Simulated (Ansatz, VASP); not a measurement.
## Two plane-wave programs on Ge

Contents of INCAR:

```
  PREC = Accurate
  ENCUT = 520
  EDIFF = 1E-7
  ISMEAR = 0
  SIGMA = 0.15
  LREAL = F
  LASPH = T
  NELM = 80
  ALGO = Normal
  ISIF = 2
  LWAVE = F
  LCHARG = F
  GGA = PS
  NBANDS = 21
```

Contents of KPOINTS:

```
Automatic mesh
0
Gamma
  20 20 20
```

File POSCAR:

```
Ge
1.0
   -2.4457652330      2.4457652330      1.4672832754
    2.4457652330     -2.4457652330      1.4672832754
    2.4457652330      2.4457652330     -1.4672832754
Ge
2
Direct
    0.2500000000      0.7500000000      0.5000000000
    0.5000000000      0.5000000000      0.0000000000
```

Input for Ansatz:

```yaml
crystal:
  lattice:
    - [-2.445765233, 2.445765233, 1.4672832754]
    - [2.445765233, -2.445765233, 1.4672832754]
    - [2.445765233, 2.445765233, -1.4672832754]
  atoms:
    - { symbol: Ge, position: [0.25, 0.75, 0.5] }
    - { symbol: Ge, position: [0.5, 0.5, 0.0] }
basis:
  ecutwfc: 420
kpoints:
  mp_grid: { grid: [20, 20, 20] }
hamiltonian:
  xc: pbesol
scf:
  occupations: { method: gaussian, width: 0.15 }
output:
  forces: true
  stress: true
  eigenvalues: true
```

Change from the starting cell: strain -0.050 along x and y, +0.050 along z, atoms carried along.

Alike in both runs: task single point; functional PBEsol; k mesh 20 × 20 × 20; occupations gaussian, width 0.15 eV; no spin polarisation.

```csv
,VASP,Ansatz
version,VASP 6.6.1,Ansatz 0.2.0
potentials or method,"VASP PAW PBE potentials, release 64 (Ge_d), cutoff 520 eV","scalar-relativistic, plane waves, PAW"
valence electrons in the cell,28,28
```

```csv
,VASP,Ansatz,Ansatz less VASP
gap on the k mesh at the Fermi level (eV),none,none,-
pressure (GPa),4.8,5.0,+0.13
"traceless stress, the component that is largest in VASP (GPa)",-4.63,-4.67,-0.038
```

VASP's potentials were made for PBE, not for PBEsol. A gap of «none» marks a metal or a gap that the smearing closes.
